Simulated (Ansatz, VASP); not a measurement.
# One calculation of SnO2, two programs

Contents of INCAR:

```
SYSTEM = SnO2
PREC = Accurate
ENCUT = 520
EDIFF = 1E-7
ISMEAR = 0
SIGMA = 0.05
LREAL = .False.
LASPH = .True.
NELM = 100
ALGO = Normal
ISIF = 2
LWAVE = .False.
LCHARG = .False.
GGA = PE
IVDW = 12
NBANDS = 49
```

KPOINTS

```
regular mesh
0
Gamma
  9 9 2
  0 0 0
```

Contents of POSCAR:

```
SnO2
1.0
   -3.2372529198      0.0000000000      0.0000000000
   -1.6186264599     -2.8035432670      0.0000000000
   -0.4855879380     -0.2803543268     12.6254773976
Sn O
3 6
Direct
    0.6156783048      0.6156783048      0.5098836190
    0.9830050125     -0.0169949875      0.1699498752
    0.2483515970      0.2483515970      0.8498173628
    0.6418260065      0.6418260065      0.2484066022
    0.9071725910     -0.0928274090      0.9282740898
    0.2744992987      0.2744992987      0.5883403460
    0.5895306031      0.5895306031      0.7713606359
    0.9568573108     -0.0431426892      0.4314268921
    0.3241840185      0.3241840185      0.0914931483
```

Input for Ansatz:

```yaml
crystal:
  lattice:
    - [-3.2372529198, 0.0, 0.0]
    - [-1.6186264599, -2.803543267, 0.0]
    - [-0.485587938, -0.2803543268, 12.6254773976]
  atoms:
    - { symbol: Sn, position: [0.6156783048, 0.6156783048, 0.509883619] }
    - { symbol: Sn, position: [0.9830050125, -0.0169949875, 0.1699498752] }
    - { symbol: Sn, position: [0.248351597, 0.248351597, 0.8498173628] }
    - { symbol: O, position: [0.6418260065, 0.6418260065, 0.2484066022] }
    - { symbol: O, position: [0.907172591, -0.092827409, 0.9282740898] }
    - { symbol: O, position: [0.2744992987, 0.2744992987, 0.588340346] }
    - { symbol: O, position: [0.5895306031, 0.5895306031, 0.7713606359] }
    - { symbol: O, position: [0.9568573108, -0.0431426892, 0.4314268921] }
    - { symbol: O, position: [0.3241840185, 0.3241840185, 0.0914931483] }
basis:
  ecutwfc: 520.0
kpoints:
  mp_grid: { grid: [9, 9, 2] }
hamiltonian:
  xc: pbe
  pseudopotentials: { kind: paw, azcp: { folder: soft_1 } }
  dispersion: d3bj
scf:
  occupations: { method: gaussian, width: 0.05 }
output:
  forces: true
  stress: true
  eigenvalues: true
```

Alike in both runs: task single point; functional PBE; dispersion D3(BJ); k mesh 9 × 9 × 2; occupations gaussian, width 0.05 eV; no spin polarisation.

|  | VASP | Ansatz |
| --- | --- | --- |
| version | VASP 6.6.1 | Ansatz 0.2.0 |
| potentials or method | VASP PAW PBE potentials, release 64 (Sn_d, O), cutoff 520 eV | scalar-relativistic, plane waves, PAW |
| valence electrons in the cell | 78 | 78 |

```csv
,VASP,Ansatz,Ansatz less VASP
gap on the k mesh at the Fermi level (eV),1.43,1.45,+0.020
least direct gap on the mesh (eV),1.43,1.45,+0.020
pressure (GPa),1.5,0.8,-0.70
"traceless stress, the component that is largest in VASP (GPa)",-0.88,-0.88,+0.004
rms of the force components (eV/Å),0.097,0.108,+0.0115
```

Atom by atom the forces differ by 0.027 eV/Å (rms over components).
